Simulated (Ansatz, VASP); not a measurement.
H: VASP beside Ansatz

The input INCAR:

```
SYSTEM = H
PREC = Accurate
ENCUT = 500
EDIFF = 1E-6
ISMEAR = 0
SIGMA = 0.05
LREAL = .FALSE.
LASPH = .TRUE.
NELM = 120
ALGO = Normal
ISIF = 2
LWAVE = .FALSE.
LCHARG = .FALSE.
GGA = PS
NBANDS = 10
GGA_COMPAT = .FALSE.
```

The input KPOINTS:

```
Automatic mesh
0
G
  9 9 6
  0 0 0
```

File POSCAR:

```
H
1.0
    3.8401304226      0.0000000000      0.0000000000
   -1.9200652113      3.3256504998      0.1247118937
    0.0000000000      0.1892498081      5.0466615500
H
4
Direct
    0.3333333333      0.6666666667      0.1764958800
    0.6666666667      0.3333333333      0.6764958800
    0.6666666667      0.3333333333      0.8235041200
    0.3333333333      0.6666666667      0.3235041200
```

Input for Ansatz:

```yaml
crystal:
  lattice:
    - [3.8401304226, 0.0, 0.0]
    - [-1.9200652113, 3.3256504998, 0.1247118937]
    - [0.0, 0.1892498081, 5.04666155]
  atoms:
    - { symbol: H, position: [0.3333333333, 0.6666666667, 0.17649588] }
    - { symbol: H, position: [0.6666666667, 0.3333333333, 0.67649588] }
    - { symbol: H, position: [0.6666666667, 0.3333333333, 0.82350412] }
    - { symbol: H, position: [0.3333333333, 0.6666666667, 0.32350412] }
basis:
  ecutwfc: 420
kpoints:
  mp_grid: { grid: [9, 9, 6] }
hamiltonian:
  xc: pbesol
scf:
  occupations: { method: gaussian, width: 0.05 }
output:
  forces: true
  stress: true
  eigenvalues: true
```

Change from the starting cell: strain +0.0750 x Voigt [0, 0, 0, 1, 0, 0], atoms carried along.

Alike in both runs: task single point; functional PBEsol; k mesh 9 × 9 × 6; occupations gaussian, width 0.05 eV; no spin polarisation.

```csv
,VASP,Ansatz
version,VASP 6.6.1,Ansatz 0.2.0
potentials or method,"VASP PAW PBE potentials, release 64 (H), cutoff 500 eV","scalar-relativistic, plane waves, PAW"
valence electrons in the cell,4,4
```

Ansatz gave:

| Property | Result |
| --- | --- |
| gap on the k mesh at the Fermi level (eV) | 9.32 |
| least direct gap on the mesh (eV) | 9.32 |
| pressure (GPa) | 0.7 |
| traceless stress, the component that is largest in VASP (GPa) | 1.43 |
| rms of the force components (eV/Å) | 0.338 |

Problem. Which values does VASP return?

Solution. gap on the k mesh at the Fermi level (eV): 9.32; least direct gap on the mesh (eV): 9.32; pressure (GPa): 0.5; traceless stress, the component that is largest in VASP (GPa): 1.41; rms of the force components (eV/Å): 0.340.

VASP's potentials were made for PBE, not for PBEsol. Atom by atom the forces differ by 0.002 eV/Å (rms over components).
